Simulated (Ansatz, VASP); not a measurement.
Al in VASP and in Ansatz

The input INCAR:

```
SYSTEM = Al
ALGO = Normal
EDIFF = 1E-6
ENCUT = 520
GGA = PE
ISIF = 2
ISMEAR = 0
IVDW = 12
LASPH = .True.
LCHARG = .False.
LREAL = .False.
LWAVE = .False.
NBANDS = 8
NELM = 100
PREC = Accurate
SIGMA = 0.15
```

File KPOINTS:

```
k-points
0
Gamma
  22 22 22
  0 0 0
```

Contents of POSCAR:

```
Al
1.0
    0.0000000000      2.1682164520      1.8579446777
    2.1682164520      0.0000000000      1.8579446777
    2.1682164520      2.1682164520      0.0000000000
Al
1
Direct
    0.0000000000      0.0000000000      0.0000000000
```

Input for Ansatz:

```yaml
crystal:
  lattice:
    - [0.0, 2.168216452, 1.8579446777]
    - [2.168216452, 0.0, 1.8579446777]
    - [2.168216452, 2.168216452, 0.0]
  atoms:
    - { symbol: Al, position: [0.0, 0.0, 0.0] }
basis:
  ecutwfc: 420
kpoints:
  mp_grid: { grid: [22, 22, 22] }
hamiltonian:
  xc: pbe
  pseudopotentials: { kind: paw, azcp: { folder: soft_1 } }
  dispersion: d3bj
scf:
  occupations: { method: gaussian, width: 0.15 }
output:
  forces: true
  stress: true
  eigenvalues: true
```

Alike in both runs: task single point; functional PBE; dispersion D3(BJ); k mesh 22 × 22 × 22; occupations gaussian, width 0.15 eV; no spin polarisation.

|  | VASP | Ansatz |
| --- | --- | --- |
| version | VASP 6.6.1 | Ansatz 0.2.0 |
| potentials or method | VASP PAW PBE potentials, release 64 (Al), cutoff 520 eV | scalar-relativistic, plane waves, PAW |
| valence electrons in the cell | 3 | 3 |

|  | VASP | Ansatz | Ansatz less VASP |
| --- | --- | --- | --- |
| gap on the k mesh at the Fermi level (eV) | none | none | - |
| pressure (GPa) | -5.9 | -5.9 | 0.00 |
| traceless stress, the component that is largest in VASP (GPa) | 3.98 | 3.97 | -0.008 |

A gap of «none» marks a metal or a gap that the smearing closes.
